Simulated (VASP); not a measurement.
# Cu (Cmcm) in VASP: notebook

The runs below take Cu through single point, with PBEsol, PBE.

All numbers are computed with VASP 6.6.1; they aren't measurements. Logs are shortened: lines on timing, memory, paths and dates and some standing lists are left out, and cuts for length are marked.

### Step 1. The cell of the first run

It takes space group Cmcm (No. 63, orthorhombic). Conventional cell: a = 2.453 Å, b = 8.005 Å, c = 2.492 Å, α = 90.00°, β = 90.00°, γ = 90.00°. Cu (site symmetry m2m) has 10 Cu at 2.45 to 2.55 Å within 3.2 Å.

### Step 2. Single point, PBEsol

The input, INCAR:

```
PREC = Accurate
ENCUT = 520
EDIFF = 1E-6
ISMEAR = -1
SIGMA = 0.05
LREAL = F
LASPH = T
NELM = 80
ALGO = Normal
ISIF = 2
LWAVE = F
LCHARG = F
GGA = PS
NBANDS = 18
```

The input, KPOINTS:

```
Automatic mesh
0
Gamma
  11 11 11
```

The input, POSCAR:

```
Cu
1.0
    1.2265332211     -4.0027124071      0.0000000000
    1.2265332211      4.0027124071      0.0000000000
    0.0000000000      0.0000000000      2.4918900114
Cu
2
Direct
    0.8661333500      0.1338666500      0.7500000000
    0.1338666500      0.8661333500      0.2500000000
```

Potentials or basis: VASP PAW PBE potentials, release 64 (Cu).

The run is started by

```
cat potpaw_PBE.64/Cu/POTCAR > POTCAR
mpirun -np 1 vasp_std > vasp.out
```

OUTCAR:

```text
PREC = Accurate
   ENCUT = 520
   EDIFF = 1E-6
   ISMEAR = -1
   LREAL = F
   LASPH = T
   NELM = 80
   ISIF = 2
   GGA = PS

 ion  position               nearest neighbor table
   1  0.866  0.134  0.750-   2 2.48   2 2.48   2 2.55   2 2.55   2 2.55   2 2.55
   2  0.134  0.866  0.250-   1 2.48   1 2.48   1 2.55   1 2.55   1 2.55   1 2.55

  LATTYP: Found a base centered orthorhombic cell.
 ALAT       =     2.4530664422
 B/A-ratio  =     3.2634357865
 C/A-ratio  =     1.0158265461

  Lattice vectors:

 A1 = (   1.2265332211,  -4.0027124071,   0.0000000000)
 A2 = (   1.2265332211,   4.0027124071,   0.0000000000)
 A3 = (   0.0000000000,   0.0000000000,   2.4918900114)

Analysis of symmetry for initial positions (statically):
=====================================================================
 Subroutine PRICEL returns:
 Original cell was already a primitive cell.

 Routine SETGRP: Setting up the symmetry group for a
 base centered orthorhombic supercell.

 Subroutine GETGRP returns: Found  8 space group operations
 (whereof  4 operations were pure point group operations)
 out of a pool of  8 trial point group operations.

The static configuration has the point symmetry C_2h.
 The point group associated with its full space group is D_2h.

Analysis of symmetry for dynamics (positions and initial velocities):
=====================================================================
 Subroutine PRICEL returns:
 Original cell was already a primitive cell.

 Routine SETGRP: Setting up the symmetry group for a
 base centered orthorhombic supercell.

 Subroutine GETGRP returns: Found  8 space group operations
 (whereof  4 operations were pure point group operations)
 out of a pool of  8 trial point group operations.

The dynamic configuration has the point symmetry C_2h.
 The point group associated with its full space group is D_2h.

 Subroutine INISYM returns: Found  8 space group operations
 (whereof  4 operations are pure point group operations),
 and found     1 'primitive' translations

----------------------------------------------------------------------------------------

                                     Primitive cell

  volume of cell :      24.4677

  direct lattice vectors                    reciprocal lattice vectors
     1.226533221 -4.002712407  0.000000000     0.407653043 -0.124915295  0.000000000
     1.226533221  4.002712407  0.000000000     0.407653043  0.124915295  0.000000000
     0.000000000  0.000000000  2.491890011     0.000000000  0.000000000  0.401301821

  length of vectors
     4.186417365  4.186417365  2.491890011     0.426362328  0.426362328  0.401301821

  position of ions in fractional coordinates (direct lattice)
     0.866133350  0.133866650  0.750000000
     0.133866650  0.866133350  0.250000000

  ion indices of the primitive-cell ions
   primitive index   ion index
                 1           1
                 2           2

----------------------------------------------------------------------------------------

 KPOINTS: Automatic mesh

Automatic generation of k-mesh.
 Grid dimensions read from file:
 generate k-points for:   11   11   11

 Generating k-lattice:

  Cartesian coordinates                     Fractional coordinates (reciprocal lattice)
     0.037059368 -0.011355936  0.000000000     0.090909091  0.000000000  0.000000000
     0.037059368  0.011355936  0.000000000     0.000000000  0.090909091  0.000000000
     0.000000000  0.000000000  0.036481984     0.000000000  0.000000000  0.090909091

  Length of vectors
     0.038760212  0.038760212  0.036481984

  Shift w.r.t. Gamma in fractional coordinates (k-lattice)
     0.000000000  0.000000000  0.000000000

 Subroutine IBZKPT returns following result:
 ===========================================

 Found    216 irreducible k-points:

 Following reciprocal coordinates:
            Coordinates               Weight
  0.000000  0.000000  0.000000      1.000000
  0.090909  0.000000  0.000000      4.000000
  0.181818 -0.000000  0.000000      4.000000
  0.272727 -0.000000  0.000000      4.000000
  0.363636 -0.000000  0.000000      4.000000
  0.454545  0.000000  0.000000      4.000000
[... 16 lines left out ...]
 -0.272727  0.181818  0.000000      4.000000
 -0.181818  0.181818  0.000000      2.000000
 [... further k-points ...]
   k-points           NKPTS =    216   k-points in BZ     NKDIM =    216   number of bands    NBANDS=     18
   number of dos      NEDOS =    301   number of ions     NIONS =      2
   total plane-waves  NPLWV =  20480
   dimension x,y,z NGX =    32 NGY =   32 NGZ =   20
   dimension x,y,z NGXF=    64 NGYF=   64 NGZF=   40
   ions per type =               2
   NGX,Y,Z   is equivalent  to a cutoff of  12.71, 12.71, 13.34 a.u.
   NGXF,Y,Z  is equivalent  to a cutoff of  25.41, 25.41, 26.69 a.u.
 SYSTEM =  unknown system
   PREC   = accura    normal or accurate (medium, high low for compatibility)
   ISTART =      0    job   : 0-new  1-cont  2-samecut
   ICHARG =      2    charge: 1-file 2-atom 10-const
   ISPIN  =      1    spin polarized calculation?
   LNONCOLLINEAR =      F non collinear calculations
   LSORBIT =      F    spin-orbit coupling
   LASPH  =      T    aspherical Exc in radial PAW
   ENCUT  =  520.0 eV  38.22 Ry    6.18 a.u.   7.78  7.78  4.63*2*pi/ulx,y,z
   NELM   =     80;   NELMIN=  2; NELMDL= -5     # of ELM steps
   EDIFF  = 0.1E-05   stopping-criterion for ELM
   LREAL  =      F    real-space projection
   EDIFFG = 0.1E-04   stopping-criterion for IOM
   NSW    =      0    number of steps for IOM
   IBRION =     -1    ionic relax: 0-MD 1-quasi-New 2-CG
   NFREE  =      0    steps in history (QN), initial steepest desc. (CG)
   ISIF   =      2    stress and relaxation
   ISYM   =      2    0-nonsym 1-usesym 2-fastsym
   POTIM  = 0.5000    time-step for ionic-motion
   TEBEG  =    0.0;   TEEND  =   0.0 temperature during run
   PSTRESS=    0.0 pullay stress
   NELECT =      22.0000    total number of electrons
   NUPDOWN=      -1.0000    fix difference up-down
   EMIN   =  10.00;   EMAX   =-10.00  energy-range for DOS
   EFERMI =   0.00;   METHOD = LEGACY
   ISMEAR =    -1;   SIGMA  =   0.05  broadening in eV -4-tet -1-fermi 0-gaus
   EFERMI_NEDOS =   21; number of points for ismear=-14 and -15
   IALGO  =     38    algorithm
   IMIX   =      4    mixing-type and parameters
     AMIX     =   0.40;   BMIX     =  1.00
     AMIX_MAG =   1.60;   BMIX_MAG =  1.00
  volume/ion in A,a.u.               =      12.23        82.56
  Fermi-wavevector in a.u.,A,eV,Ry     =   1.580101  2.985958 33.969930  2.496719
  Thomas-Fermi vector in A             =   2.680380
   LORBIT       =      0    0 simple, 1 ext, 2 COOP (PROOUT), +10 PAW based schemes
   GGA     = PS    functional components
   LHFCALC =     F    Hartree Fock is set to
   AEXX    =    0.0000 exact exchange contribution
   IVDW    =     0    specifies the selected vdW correction
   LEPSILON=     F    determine dielectric tensor
   LRPA    =     F    only Hartree local field effects (RPA)
 non-spin polarized calculation
  energy-cutoff  :      520.00
  volume of cell :       24.47
 maximum number of plane-waves:       686
   NGX = 15   NGY = 15   NGZ =  9

 number of electron      22.0000022 magnetization

 Free energy of the ion-electron system (eV)
  ---------------------------------------------------
  ext. energy  EPLUGINS =         0.00000000
  ---------------------------------------------------
  free energy    TOTEN  =        -8.29980935 eV

  energy without entropy =       -8.29540727  energy(sigma->0) =       -8.29760831

 E-fermi :   6.9787     XC(G=0): -12.6694

 val. band max:        6.9640330898   @ k =  -0.3636   0.3636   0.3636
 cond. band min:       7.0035241486   @ k =  -0.3636   0.2727   0.2727
 fundamental gap:      0.0394910589
 Fermi energy:         6.9787498078

 k-point     1 :       0.0000    0.0000    0.0000
  band No.  band energies     occupation
      1      -2.1597      2.00000
      2       2.1132      2.00000
      3       2.8563      2.00000
      4       3.3228      2.00000
      5       4.0112      2.00000
      6       4.2682      2.00000
[... 10 lines left out ...]
     17      26.3012      0.00000
     18      28.2737      0.00000

 k-point     2 :       0.0909    0.0000    0.0000
  band No.  band energies     occupation
      1      -1.9248      2.00000
      2       2.2005      2.00000
      3       2.9427      2.00000
      4       3.4024      2.00000
      5       4.0374      2.00000
      6       4.2581      2.00000
[... 10 lines left out ...]
     17      26.9044      0.00000
     18      30.1571      0.00000

 k-point     3 :       0.1818   -0.0000    0.0000
  band No.  band energies     occupation
      1      -1.2398      2.00000
      2       2.4108      2.00000
      3       3.1684      2.00000
      4       3.5911      2.00000
      5       3.9792      2.00000
      6       4.1056      2.00000
[... 10 lines left out ...]
     17      27.2353      0.00000
     18      30.6008      0.00000

 k-point     4 :       0.2727   -0.0000    0.0000
  band No.  band energies     occupation
      1      -0.1809      2.00000
      2       2.6138      2.00000
      3       3.3462      2.00000
      4       3.4237      2.00000
      5       4.0280      2.00000
      6       4.1846      2.00000
[... 375 lines left out ...]
      4       3.6301      2.00000
      5       3.7224      2.00000
      6       4.2401      2.00000
[... 10 lines left out ...]
     17      27.5004      0.00000
     18      28.1032      0.00000

 k-point    23 :      -0.2727    0.1818    0.0000
  band No.  band energies     occupation
      1      -1.4492      2.00000
      2       2.0224      2.00000
      3       2.8361      2.00000
      4       3.4664      2.00000
      5       4.0088      2.00000
      6       4.1881      2.00000
[... 10 lines left out ...]
     17      27.1386      0.00000
     18      28.5942      0.00000

 k-point    24 :      -0.1818    0.1818    0.0000
  band No.  band energies     occupation
      1      -1.8376      2.00000
      2       2.0028      2.00000
      3       2.7873      2.00000
      4       3.3693      2.00000
      5       4.1165      2.00000
      6       4.1488      2.00000
[... 10 lines left out ...]
     17      27.9999      0.00000
     18      28.0104      0.00000

 [... further k-points ...]

------------------------ aborting loop because EDIFF is reached ----------------------------------------

  FORCE on cell =-STRESS in cart. coord.  units (eV):
  Direction    XX          YY          ZZ          XY          YZ          ZX
  --------------------------------------------------------------------------------------
  -------------------------------------------------------------------------------------
  Total       -0.4910307     -0.6459884     -0.4986105      0.0000000      0.0000000      0.0000000
  in kB      -32.1533794    -42.3002303    -32.6497192      0.0000000      0.0000000      0.0000000
  external PRESSURE =     -35.7011096 kB  Pullay stress =       0.0000000 kB

 VOLUME and BASIS-vectors are now :
 -----------------------------------------------------------------------------
  energy-cutoff  :      520.00
  volume of cell :       24.47
      direct lattice vectors                 reciprocal lattice vectors
     1.226533221 -4.002712407  0.000000000     0.407653043 -0.124915295  0.000000000
     1.226533221  4.002712407  0.000000000     0.407653043  0.124915295  0.000000000
     0.000000000  0.000000000  2.491890011     0.000000000  0.000000000  0.401301821

 POSITION                                       TOTAL-FORCE (eV/Angst)
 -----------------------------------------------------------------------------------
      1.22653     -2.93105      1.86892         0.000000      0.024924     -0.000000
      1.22653      2.93105      0.62297         0.000000     -0.024924      0.000000
 -----------------------------------------------------------------------------------
    total drift:                                0.000000      0.000000      0.000000

  FREE ENERGIE OF THE ION-ELECTRON SYSTEM (eV)
  ---------------------------------------------------
  free  energy   TOTEN  =        -8.2998093532 eV

  energy  without entropy=       -8.2954072665  energy(sigma->0) =       -8.29760831
```

Run time: 31 s. Hardware: 1 thread of Intel Xeon 6975P-C (Granite Rapids), shared host; peak memory 0.21 GiB.

What came out:

- Free energy: -8.2998 eV
- Pressure: -3.6 GPa
- Largest force: 0.025 eV/Å
- Band gap on the k mesh: zero (band 11 reaches 10.73 eV, above the bottom of band 12 at 5.37 eV)

Forces in eV/Å, atoms in the order of the input:
```
Cu   0.000  0.025  0.000
Cu   0.000 -0.025  0.000
```

Levels at points of the mesh, in eV from the Fermi level:
| k point | band 9 | band 10 | band 11 | band 12 | band 13 | band 14 |
| --- | --- | --- | --- | --- | --- | --- |
| (0.00, 0.00, 0.00) | -1.81 | -1.67 | -1.43 | -0.06 | 4.67 | 14.53 |

Caveat: the PAW data sets were made with another functional, which shifts forces and pressure a little.

### Step 3. Single point, PBEsol

This run uses another cell than the first one, of 12.47 Å³/atom, 1.020 times its volume.

The input, INCAR:

```
  PREC = Accurate
  ENCUT = 520
  EDIFF = 1E-6
  ISMEAR = -1
  SIGMA = 0.05
  LREAL = F
  LASPH = T
  NELM = 60
  ALGO = Normal
  ISIF = 2
  LWAVE = F
  LCHARG = F
  GGA = PS
  NBANDS = 18
```

The input, KPOINTS:

```
regular mesh
0
Gamma
  11 11 11
```

The input, POSCAR:

```
Cu
1.0
    1.2344979457     -4.0287047744      0.0000000000
    1.2344979457      4.0287047744      0.0000000000
    0.0000000000      0.0000000000      2.5080715687
Cu
2
Direct
    0.8661333500      0.1338666500      0.7500000000
    0.1338666500      0.8661333500      0.2500000000
```

Potentials or basis: VASP PAW PBE potentials, release 64 (Cu).

The run is started by

```
cat potpaw_PBE.64/Cu/POTCAR > POTCAR
mpirun -np 1 vasp_std > vasp.out
```

OUTCAR:

```text
PREC = Accurate
   ENCUT = 520
   EDIFF = 1E-6
   ISMEAR = -1
   LREAL = F
   LASPH = T
   NELM = 60
   ISIF = 2
   GGA = PS

 ion  position               nearest neighbor table
   1  0.866  0.134  0.750-   2 2.50   2 2.50   2 2.57   2 2.57   2 2.57   2 2.57
   2  0.134  0.866  0.250-   1 2.50   1 2.50   1 2.57   1 2.57   1 2.57   1 2.57

  LATTYP: Found a base centered orthorhombic cell.
 ALAT       =     2.4689958914
 B/A-ratio  =     3.2634357865
 C/A-ratio  =     1.0158265461

  Lattice vectors:

 A1 = (   1.2344979457,  -4.0287047744,   0.0000000000)
 A2 = (   1.2344979457,   4.0287047744,   0.0000000000)
 A3 = (   0.0000000000,   0.0000000000,   2.5080715687)

Analysis of symmetry for initial positions (statically):
=====================================================================
 Subroutine PRICEL returns:
 Original cell was already a primitive cell.

 Routine SETGRP: Setting up the symmetry group for a
 base centered orthorhombic supercell.

 Subroutine GETGRP returns: Found  8 space group operations
 (whereof  4 operations were pure point group operations)
 out of a pool of  8 trial point group operations.

The static configuration has the point symmetry C_2h.
 The point group associated with its full space group is D_2h.

Analysis of symmetry for dynamics (positions and initial velocities):
=====================================================================
 Subroutine PRICEL returns:
 Original cell was already a primitive cell.

 Routine SETGRP: Setting up the symmetry group for a
 base centered orthorhombic supercell.

 Subroutine GETGRP returns: Found  8 space group operations
 (whereof  4 operations were pure point group operations)
 out of a pool of  8 trial point group operations.

The dynamic configuration has the point symmetry C_2h.
 The point group associated with its full space group is D_2h.

 Subroutine INISYM returns: Found  8 space group operations
[... 112 lines left out ...]
   ISMEAR =    -1;   SIGMA  =   0.05  broadening in eV -4-tet -1-fermi 0-gaus
   EFERMI_NEDOS =   21; number of points for ismear=-14 and -15
   IALGO  =     38    algorithm
   IMIX   =      4    mixing-type and parameters
     AMIX     =   0.40;   BMIX     =  1.00
     AMIX_MAG =   1.60;   BMIX_MAG =  1.00
  volume/ion in A,a.u.               =      12.47        84.18
  Fermi-wavevector in a.u.,A,eV,Ry     =   1.569907  2.966693 33.533010  2.464607
  Thomas-Fermi vector in A             =   2.671719
   LORBIT       =      0    0 simple, 1 ext, 2 COOP (PROOUT), +10 PAW based schemes
   GGA     = PS    functional components
   LHFCALC =     F    Hartree Fock is set to
   AEXX    =    0.0000 exact exchange contribution
   IVDW    =     0    specifies the selected vdW correction
   LEPSILON=     F    determine dielectric tensor
   LRPA    =     F    only Hartree local field effects (RPA)
 non-spin polarized calculation
  energy-cutoff  :      520.00
  volume of cell :       24.95
 maximum number of plane-waves:       695
   NGX = 15   NGY = 15   NGZ =  9

 number of electron      22.0000009 magnetization

 Free energy of the ion-electron system (eV)
  ---------------------------------------------------
  ext. energy  EPLUGINS =         0.00000000
  ---------------------------------------------------
  free energy    TOTEN  =        -8.28549394 eV

  energy without entropy =       -8.28091696  energy(sigma->0) =       -8.28320545

 E-fermi :   6.7491     XC(G=0): -12.5582

 val. band max:        6.7435719563   @ k =  -0.3636   0.3636   0.4545
 cond. band min:       6.7654383053   @ k =  -0.3636   0.2727   0.2727
 fundamental gap:      0.0218663490
 Fermi energy:         6.7491335402

 k-point     1 :       0.0000    0.0000    0.0000
  band No.  band energies     occupation
      1      -2.2464      2.00000
      2       1.9910      2.00000
      3       2.7158      2.00000
      4       3.1689      2.00000
      5       3.8384      2.00000
      6       4.0879      2.00000
[... 481 lines left out ...]
      5       3.9406      2.00000
      6       3.9726      2.00000
[... 10 lines left out ...]
     17      27.5176      0.00000
     18      27.5264      0.00000

 [... further k-points ...]

------------------------ aborting loop because EDIFF is reached ----------------------------------------

  FORCE on cell =-STRESS in cart. coord.  units (eV):
  Direction    XX          YY          ZZ          XY          YZ          ZX
  --------------------------------------------------------------------------------------
  -------------------------------------------------------------------------------------
  Total       -0.8556682     -1.0442104     -0.9005978      0.0000000      0.0000000      0.0000000
  in kB      -54.9528517    -67.0614392    -57.8383273      0.0000000      0.0000000      0.0000000
  external PRESSURE =     -59.9508727 kB  Pullay stress =       0.0000000 kB

 VOLUME and BASIS-vectors are now :
 -----------------------------------------------------------------------------
  energy-cutoff  :      520.00
  volume of cell :       24.95
      direct lattice vectors                 reciprocal lattice vectors
     1.234497946 -4.028704774  0.000000000     0.405022950 -0.124109367  0.000000000
     1.234497946  4.028704774  0.000000000     0.405022950  0.124109367  0.000000000
     0.000000000  0.000000000  2.508071569     0.000000000  0.000000000  0.398712705

 POSITION                                       TOTAL-FORCE (eV/Angst)
 -----------------------------------------------------------------------------------
      1.23450     -2.95009      1.88105         0.000000      0.047752     -0.000000
      1.23450      2.95009      0.62702         0.000000     -0.047752      0.000000
 -----------------------------------------------------------------------------------
    total drift:                                0.000000      0.000000      0.000000

  FREE ENERGIE OF THE ION-ELECTRON SYSTEM (eV)
  ---------------------------------------------------
  free  energy   TOTEN  =        -8.2854939406 eV

  energy  without entropy=       -8.2809169637  energy(sigma->0) =       -8.28320545
```

Wall time 31 s (1 thread of Intel Xeon 6975P-C (Granite Rapids), shared host); peak memory 0.21 GiB.

Results:

- Free energy: -8.2855 eV
- Pressure: -6.0 GPa
- Largest force: 0.048 eV/Å
- Band gap on the k mesh: zero (band 11 reaches 10.47 eV, above the bottom of band 12 at 5.16 eV)

Forces on the atoms (eV/Å):
```
Cu   0.000  0.048  0.000
Cu   0.000 -0.048  0.000
```

Stress tensor (GPa, compression positive):
```
-5.50  0.00  0.00
 0.00 -6.71  0.00
 0.00  0.00 -5.78
```

Caveat: the PAW data sets were made with another functional, which shifts forces and pressure a little.

(Part 1 of 2 ends here.)
